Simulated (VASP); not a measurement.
# BN (Fmm2) in VASP: further runs

The runs below take BN through single point, relaxation of shape and atoms at fixed volume, with PBE+D3(BJ).

All numbers are computed with VASP 6.6.1; they aren't measurements. Logs are shortened: lines on timing, memory, paths and dates and some standing lists are left out, and cuts for length are marked.

**1. The cell of the first run**

The structure is orthorhombic, space group Fmm2 (No. 42). Conventional cell: a = 2.511 Å, b = 7.320 Å, c = 4.347 Å, α = 90.00°, β = 90.00°, γ = 90.00°. B (site symmetry mm2) has 3 N at 1.45 Å within 1.9 Å. N (site symmetry mm2) has 3 B at 1.45 Å within 1.9 Å.

**2. Single point, PBE+D3(BJ) (9.99 Å³/atom)**

INCAR reads:

```
SYSTEM = BN
  PREC = Accurate
  ENCUT = 520
  EDIFF = 1E-6
  ISMEAR = 0
  SIGMA = 0.02
  LREAL = .False.
  LASPH = .True.
  NELM = 80
  ALGO = Normal
  ISIF = 2
  LWAVE = .False.
  LCHARG = .False.
  GGA = PE
  IVDW = 12
  NBANDS = 11
```

KPOINTS reads:

```
regular mesh
0
Gamma
  12 12 12
  0 0 0
```

POSCAR reads:

```
BN
1.0
    0.0000000000      3.6600054805      2.1737303480
    1.2556057102      0.0000000000      2.1737303480
    1.2556057102      3.6600054805      0.0000000000
B N
1 1
Direct
    0.0000291709      0.0000291709      0.9999708291
    0.6666708191      0.6666708191      0.3333291809
```

Potentials or basis: VASP PAW PBE potentials, release 64 (B, N).

Launch:

```sh
$ cat potpaw_PBE.64/B/POTCAR potpaw_PBE.64/N/POTCAR > POTCAR
$ mpirun -np 1 vasp_std > vasp.out
```

OUTCAR:

```text
SYSTEM = BN
   PREC = Accurate
   ENCUT = 520
   EDIFF = 1E-6
   ISMEAR = 0
   LREAL = .False.
   LASPH = .True.
   NELM = 80
   ISIF = 2
   GGA = PE
   IVDW = 12
 IVDW          = 12

 ion  position               nearest neighbor table
   1  0.000  0.000  1.000-   2 1.45   2 1.45   2 1.45
   2  0.667  0.667  0.333-   1 1.45   1 1.45   1 1.45

  LATTYP: Found a face centered orthorhombic cell.
 ALAT       =     2.5112114204
 B/A-ratio  =     1.7312205021
 C/A-ratio  =     2.9149321724

  Lattice vectors:

 A1 = (   0.0000000000,   3.6600054805,   2.1737303480)
 A2 = (  -1.2556057102,   3.6600054805,   0.0000000000)
 A3 = (  -1.2556057102,   0.0000000000,   2.1737303480)

Analysis of symmetry for initial positions (statically):
=====================================================================
 Subroutine PRICEL returns:
 Original cell was already a primitive cell.

 Routine SETGRP: Setting up the symmetry group for a
 face centered orthorhombic supercell.

 Subroutine GETGRP returns: Found  4 space group operations
 (whereof  4 operations were pure point group operations)
 out of a pool of  8 trial point group operations.

The static configuration has the point symmetry C_2v.

Analysis of symmetry for dynamics (positions and initial velocities):
=====================================================================
 Subroutine PRICEL returns:
 Original cell was already a primitive cell.

 Routine SETGRP: Setting up the symmetry group for a
 face centered orthorhombic supercell.

 Subroutine GETGRP returns: Found  4 space group operations
 (whereof  4 operations were pure point group operations)
 out of a pool of  8 trial point group operations.

The dynamic configuration has the point symmetry C_2v.

 Subroutine INISYM returns: Found  4 space group operations
 (whereof  4 operations are pure point group operations),
 and found     1 'primitive' translations

----------------------------------------------------------------------------------------

                                     Primitive cell

  volume of cell :      19.9789

  direct lattice vectors                    reciprocal lattice vectors
     0.000000000  3.660005481  2.173730348    -0.398214181  0.136611817  0.230019331
     1.255605710  0.000000000  2.173730348     0.398214181 -0.136611817  0.230019331
     1.255605710  3.660005481  0.000000000     0.398214181  0.136611817 -0.230019331

  length of vectors
     4.256846690  2.510308612  3.869390884     0.479735568  0.479735568  0.479735568

  position of ions in fractional coordinates (direct lattice)
     0.000029171  0.000029171  0.999970829
     0.666670819  0.666670819  0.333329181

  ion indices of the primitive-cell ions
   primitive index   ion index
                 1           1
                 2           2

----------------------------------------------------------------------------------------

 KPOINTS: regular mesh

Automatic generation of k-mesh.
 Grid dimensions read from file:
 generate k-points for:   12   12   12

 Generating k-lattice:

  Cartesian coordinates                     Fractional coordinates (reciprocal lattice)
    -0.033184515  0.011384318  0.019168278     0.083333333  0.000000000 -0.000000000
     0.033184515 -0.011384318  0.019168278     0.000000000  0.083333333  0.000000000
     0.033184515  0.011384318 -0.019168278    -0.000000000  0.000000000  0.083333333

  Length of vectors
     0.039977964  0.039977964  0.039977964

  Shift w.r.t. Gamma in fractional coordinates (k-lattice)
     0.000000000  0.000000000  0.000000000

 Subroutine IBZKPT returns following result:
 ===========================================

 Found    280 irreducible k-points:

 Following reciprocal coordinates:
            Coordinates               Weight
  0.000000  0.000000  0.000000      1.000000
  0.083333  0.000000  0.000000      8.000000
  0.166667  0.000000  0.000000      8.000000
  0.250000  0.000000  0.000000      8.000000
  0.333333 -0.000000  0.000000      8.000000
  0.416667  0.000000  0.000000      8.000000
[... 16 lines left out ...]
  0.500000  0.166667  0.000000      8.000000
 -0.416667  0.166667 -0.000000      8.000000
 [... further k-points ...]
   k-points           NKPTS =    280   k-points in BZ     NKDIM =    280   number of bands    NBANDS=     11
   number of dos      NEDOS =    301   number of ions     NIONS =      2
   total plane-waves  NPLWV =  19200
   dimension x,y,z NGX =    32 NGY =   20 NGZ =   30
   dimension x,y,z NGXF=    64 NGYF=   40 NGZF=   60
   ions per type =               1   1
   NGX,Y,Z   is equivalent  to a cutoff of  12.50, 13.25, 12.89 a.u.
   NGXF,Y,Z  is equivalent  to a cutoff of  24.99, 26.49, 25.78 a.u.
 SYSTEM =  BN
   PREC   = accura    normal or accurate (medium, high low for compatibility)
   ISTART =      0    job   : 0-new  1-cont  2-samecut
   ICHARG =      2    charge: 1-file 2-atom 10-const
   ISPIN  =      1    spin polarized calculation?
   LNONCOLLINEAR =      F non collinear calculations
   LSORBIT =      F    spin-orbit coupling
   LASPH  =      T    aspherical Exc in radial PAW
   ENCUT  =  520.0 eV  38.22 Ry    6.18 a.u.   7.91  4.67  7.19*2*pi/ulx,y,z
   NELM   =     80;   NELMIN=  2; NELMDL= -5     # of ELM steps
   EDIFF  = 0.1E-05   stopping-criterion for ELM
   LREAL  =      F    real-space projection
   EDIFFG = 0.1E-04   stopping-criterion for IOM
   NSW    =      0    number of steps for IOM
   IBRION =     -1    ionic relax: 0-MD 1-quasi-New 2-CG
   NFREE  =      0    steps in history (QN), initial steepest desc. (CG)
   ISIF   =      2    stress and relaxation
   ISYM   =      2    0-nonsym 1-usesym 2-fastsym
   POTIM  = 0.5000    time-step for ionic-motion
   TEBEG  =    0.0;   TEEND  =   0.0 temperature during run
   PSTRESS=    0.0 pullay stress
   NELECT =       8.0000    total number of electrons
   NUPDOWN=      -1.0000    fix difference up-down
   EMIN   =  10.00;   EMAX   =-10.00  energy-range for DOS
   EFERMI =   0.00;   METHOD = LEGACY
   ISMEAR =     0;   SIGMA  =   0.02  broadening in eV -4-tet -1-fermi 0-gaus
   EFERMI_NEDOS =   21; number of points for ismear=-14 and -15
   IALGO  =     38    algorithm
   IMIX   =      4    mixing-type and parameters
     AMIX     =   0.40;   BMIX     =  1.00
     AMIX_MAG =   1.60;   BMIX_MAG =  1.00
  volume/ion in A,a.u.               =       9.99        67.41
  Fermi-wavevector in a.u.,A,eV,Ry     =   1.206650  2.280238 19.810135  1.456004
  Thomas-Fermi vector in A             =   2.342311
   LORBIT       =      0    0 simple, 1 ext, 2 COOP (PROOUT), +10 PAW based schemes
   GGA     = PE    functional components
   LHFCALC =     F    Hartree Fock is set to
   AEXX    =    0.0000 exact exchange contribution
   IVDW    =    12    specifies the selected vdW correction
   LEPSILON=     F    determine dielectric tensor
   LRPA    =     F    only Hartree local field effects (RPA)
 non-spin polarized calculation
 Gauss-broadening in eV      SIGMA  =   0.02
  energy-cutoff  :      520.00
  volume of cell :       19.98
 maximum number of plane-waves:       566
   NGX = 15   NGY =  9   NGZ = 15

 number of electron       8.0000000 magnetization

 Free energy of the ion-electron system (eV)
  ---------------------------------------------------
  ext. energy  EPLUGINS =         0.00000000
  ---------------------------------------------------
  free energy    TOTEN  =       -17.59618925 eV

  energy without entropy =      -17.59618925  energy(sigma->0) =      -17.59618925

 E-fermi :   1.7019     XC(G=0):  -9.4170

 val. band max:        1.5789801090   @ k =   0.5000  -0.3333   0.1667
 cond. band min:       5.5743136337   @ k =   0.0000   0.5000   0.5000
 fundamental gap:      3.9953335248
 Fermi energy:         1.7019358508

 k-point     1 :       0.0000    0.0000    0.0000
  band No.  band energies     occupation
      1     -16.1829      2.00000
      2      -3.0243      2.00000
      3       0.1604      2.00000
      4       0.1664      2.00000
      5       6.2630      0.00000
      6      13.0268      0.00000
      7      13.0658      0.00000
      8      14.3344      0.00000
      9      15.6515      0.00000
     10      26.8219      0.00000
     11      26.9783      0.00000

 k-point     2 :       0.0833    0.0000    0.0000
  band No.  band energies     occupation
      1     -16.0467      2.00000
      2      -2.8804      2.00000
      3      -0.3964      2.00000
      4      -0.0942      2.00000
      5       6.5661      0.00000
      6      12.9729      0.00000
      7      13.6244      0.00000
      8      13.8766      0.00000
      9      16.0968      0.00000
     10      25.8600      0.00000
     11      27.3827      0.00000

 k-point     3 :       0.1667    0.0000    0.0000
  band No.  band energies     occupation
      1     -15.6461      2.00000
      2      -2.4544      2.00000
      3      -1.7989      2.00000
      4      -0.7180      2.00000
      5       7.3768      0.00000
      6      12.6102      0.00000
      7      12.8168      0.00000
      8      15.2199      0.00000
      9      17.1902      0.00000
     10      23.6259      0.00000
     11      27.7668      0.00000

 k-point     4 :       0.2500    0.0000    0.0000
  band No.  band energies     occupation
      1     -15.0098      2.00000
      2      -3.5807      2.00000
      3      -1.7465      2.00000
      4      -1.4413      2.00000
      5       8.4787      0.00000
      6      10.9637      0.00000
      7      12.6293      0.00000
      8      17.4735      0.00000
      9      18.5006      0.00000
     10      21.5104      0.00000
     11      26.4407      0.00000

 k-point     5 :       0.3333   -0.0000    0.0000
  band No.  band energies     occupation
      1     -14.2091      2.00000
      2      -5.3477      2.00000
      3      -2.0628      2.00000
      4      -0.8301      2.00000
      5       8.4479      0.00000
      6      10.4194      0.00000
      7      12.7031      0.00000
      8      19.0943      0.00000
      9      19.9879      0.00000
     10      20.3801      0.00000
     11      25.3611      0.00000
[... 211 lines left out ...]
 k-point    21 :       0.3333    0.1667    0.0000
  band No.  band energies     occupation
      1     -14.6584      2.00000
      2      -4.0165      2.00000
      3      -2.4045      2.00000
      4      -1.1783      2.00000
      5       8.8977      0.00000
      6      10.3816      0.00000
      7      13.8555      0.00000
      8      16.0419      0.00000
      9      19.8854      0.00000
     10      20.5791      0.00000
     11      25.6571      0.00000

 k-point    22 :       0.4167    0.1667    0.0000
  band No.  band energies     occupation
      1     -13.8950      2.00000
      2      -5.3511      2.00000
      3      -3.2746      2.00000
      4      -0.2887      2.00000
      5       8.3756      0.00000
      6      10.7662      0.00000
      7      14.2109      0.00000
      8      17.0868      0.00000
      9      18.2579      0.00000
     10      21.9995      0.00000
     11      24.7078      0.00000

 k-point    23 :       0.5000    0.1667    0.0000
  band No.  band energies     occupation
      1     -13.1573      2.00000
      2      -6.5288      2.00000
      3      -3.7948      2.00000
      4       0.5898      2.00000
      5       6.9518      0.00000
      6      12.2589      0.00000
      7      14.4255      0.00000
      8      16.6297      0.00000
      9      19.0198      0.00000
     10      22.3573      0.00000
     11      23.4315      0.00000

 k-point    24 :      -0.4167    0.1667   -0.0000
  band No.  band energies     occupation
      1     -12.8130      2.00000
      2      -7.0328      2.00000
      3      -3.9625      2.00000
      4       0.9615      2.00000
      5       6.3093      0.00000
      6      13.0023      0.00000
      7      14.8300      0.00000
      8      16.3225      0.00000
      9      19.3414      0.00000
     10      21.7161      0.00000
     11      23.2919      0.00000

 [... further k-points ...]

------------------------ aborting loop because EDIFF is reached ----------------------------------------

 Edisp (eV)   -0.24929

 E8    (eV) :    -0.0722

  FORCE on cell =-STRESS in cart. coord.  units (eV):
  Direction    XX          YY          ZZ          XY          YZ          ZX
  --------------------------------------------------------------------------------------
  -------------------------------------------------------------------------------------
  Total      -0.16520    -0.20096    -0.16428     0.00000     0.00000     0.00000
  in kB     -13.24801   -16.11603   -13.17391     0.00000     0.00000     0.00000
  external pressure =      -14.18 kB  Pullay stress =        0.00 kB

 VOLUME and BASIS-vectors are now :
 -----------------------------------------------------------------------------
  energy-cutoff  :      520.00
  volume of cell :       19.98
      direct lattice vectors                 reciprocal lattice vectors
     0.000000000  3.660005481  2.173730348    -0.398214181  0.136611817  0.230019331
     1.255605710  0.000000000  2.173730348     0.398214181 -0.136611817  0.230019331
     1.255605710  3.660005481  0.000000000     0.398214181  0.136611817 -0.230019331

 POSITION                                       TOTAL-FORCE (eV/Angst)
 -----------------------------------------------------------------------------------
      1.25561      3.66001      0.00013         0.000000      0.000000      0.008296
      1.25561      3.66001      2.89833         0.000000      0.000000     -0.008296
 -----------------------------------------------------------------------------------
    total drift:                                0.000008     -0.000014     -0.000029

  FREE ENERGIE OF THE ION-ELECTRON SYSTEM (eV)
  ---------------------------------------------------
  free  energy   TOTEN  =       -17.8454838433 eV

  energy  without entropy=      -17.8454838433  energy(sigma->0) =      -17.84548384
```

It took 90 s on 1 thread of Intel Xeon 8259CL, shared host; peak memory 0.2 GiB.

What came out:

* Free energy: -17.8455 eV
* Pressure: -1.4 GPa
* Largest force: 0.008 eV/Å
* Band gap on the k mesh: 4.00 eV (least direct gap 4.55 eV)
* Dispersion energy per atom: -0.125 eV

Forces on the atoms (eV/Å):
```
B    0.000  0.000  0.008
N    0.000  0.000 -0.008
```

A k mesh can miss the band edges.

(Part 1 of 3 ends here.)
